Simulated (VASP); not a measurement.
Write the native input for VASP 6.6.1 that does the following.

| Quantity | Value |
| --- | --- |
| Task | single point |
| Functional | PBE |
| Potentials or basis | VASP PAW PBE potentials, release 64 (Ba_sv, Ti_sv, O_h) |
| Cutoff | 1340 eV |
| k mesh | 6 × 6 × 6 |
| Occupations | gaussian, width 0.02 eV |
| Spin | no spin polarisation |
| Hubbard terms | Ti d U = 4.0 eV |
| Dipole correction | no |
| Further INCAR settings | ALGO = Normal; EDIFF = 1e-06; NBANDS = 28 |

The structure of BaTiO3 lies in POSCAR:

```
BaTiO3
1.0
    2.8605249332      1.6515248402      2.3462108881
   -2.8605249332      1.6515248402      2.3462108881
    0.0000000000     -3.3030496804      2.3462108880
Ba Ti O
1 1 3
Direct
    0.0011724682      0.0011724682      0.0011724682
    0.5112785989      0.5112785989      0.5112785989
    0.4887886432      0.9810726465      0.4887886432
    0.4887886432      0.4887886432      0.9810726465
    0.9810726465      0.4887886432      0.4887886432
```

One way to write it, as run:

INCAR

```
SYSTEM = BaTiO3
PREC     = Accurate       ! precision mode
ENCUT    = 1340           ! plane-wave cutoff, eV
EDIFF    = 1E-6           ! SCF threshold, eV
ISMEAR   = 0              ! smearing method
SIGMA    = 0.02           ! smearing width, eV
LREAL    = .FALSE.        ! projectors in reciprocal space
LASPH    = .TRUE.         ! aspherical terms in the spheres
NELM     = 200            ! most SCF steps
ALGO     = Normal         ! electronic algorithm
ISIF     = 2              ! what is computed and relaxed
LWAVE    = .FALSE.        ! write WAVECAR
LCHARG   = .FALSE.        ! write CHGCAR
LMAXMIX  = 4              ! l up to which the mixer works
LDAU     = .TRUE.         ! DFT+U
LDAUTYPE = 2            
LDAUL    = -1 2 -1        ! shell
LDAUU    = 0 4 0          ! U, eV
LDAUJ    = 0 0 0        
LDAUPRINT= 1            
GGA      = PE             ! functional
NBANDS   = 28             ! bands
GGA_COMPAT= .FALSE.
```

KPOINTS

```
regular mesh
0
G
  6 6 6
  0 0 0
```

Potentials or basis: VASP PAW PBE potentials, release 64 (Ba_sv, Ti_sv, O_h).

Run with:

```bash
$ cat potpaw_PBE.64/Ba_sv/POTCAR potpaw_PBE.64/Ti_sv/POTCAR potpaw_PBE.64/O_h/POTCAR > POTCAR
$ mpirun -np 1 vasp_std > vasp.out
```

Results of the run:

- Pressure: 3.2 GPa
- Largest force: 0.575 eV/Å
- Band gap on the k mesh: 2.63 eV (least direct gap 3.03 eV)

Caveat: the cell stands under pressure; spin-orbit coupling is left out, which moves the levels of the heavy elements.

Wall time 7.9 min on 1 thread of AMD EPYC 7R43 64-Core Processor (Zen 3), on a shared host, peak memory 0.45 GiB.
